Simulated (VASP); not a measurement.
Set up this calculation in VASP 6.6.1, as the native input.

```
Task                   : single point
Functional             : PBE
Potentials or basis    : VASP PAW PBE potentials, release 64 (W_sv)
Cutoff                 : 520 eV
k mesh                 : 26 × 26 × 26
Occupations            : gaussian, width 0.15 eV
Spin                   : no spin polarisation
Dipole correction      : no
Further INCAR settings : ALGO = Fast; EDIFF = 1e-06; NBANDS = 13
```

The structure of W lies in POSCAR:

```
W
1.0
   -1.6156560122      1.6156560122      1.5440259427
    1.6156560122     -1.6156560122      1.5440259427
    1.6156560122      1.6156560122     -1.5440259427
W
1
Direct
    0.0000000000      0.0000000000      0.0000000000
```

This cell differs from its parent crystal: strain +0.015 along x and y, -0.030 along z.

One way to write it, as run:

INCAR

```
SYSTEM = W
  PREC = Accurate
  ENCUT = 520
  EDIFF = 1E-6
  ISMEAR = 0
  SIGMA = 0.15
  LREAL = .False.
  LASPH = .True.
  NELM = 60
  ALGO = Fast
  ISIF = 2
  LWAVE = .False.
  LCHARG = .True.
  GGA = PE
  LELF = .True.
  LVHAR = .True.
  NBANDS = 13
```

KPOINTS

```
Automatic mesh
0
Gamma
  26 26 26
  0 0 0
```

Potentials or basis: VASP PAW PBE potentials, release 64 (W_sv).

Command:

```console
$ cat potpaw_PBE.64/W_sv/POTCAR > POTCAR
$ mpirun -np 1 vasp_std > vasp.out
```

It gave:

```
Pressure               : 1.0 GPa
Band gap on the k mesh : zero (band 7 reaches 16.19 eV, above the bottom of band 8 at 10.05 eV)
```

Caveat: the cell differs from its parent crystal (strain +0.015 along x and y, -0.030 along z); spin-orbit coupling is left out, which moves the levels of the heavy elements.

It took 3.6 min on 1 thread of Intel(R) Xeon(R) Platinum 8259CL CPU @ 2.50GHz (Skylake/Cascade Lake), with other jobs on the host, peak memory 0.37 GiB.
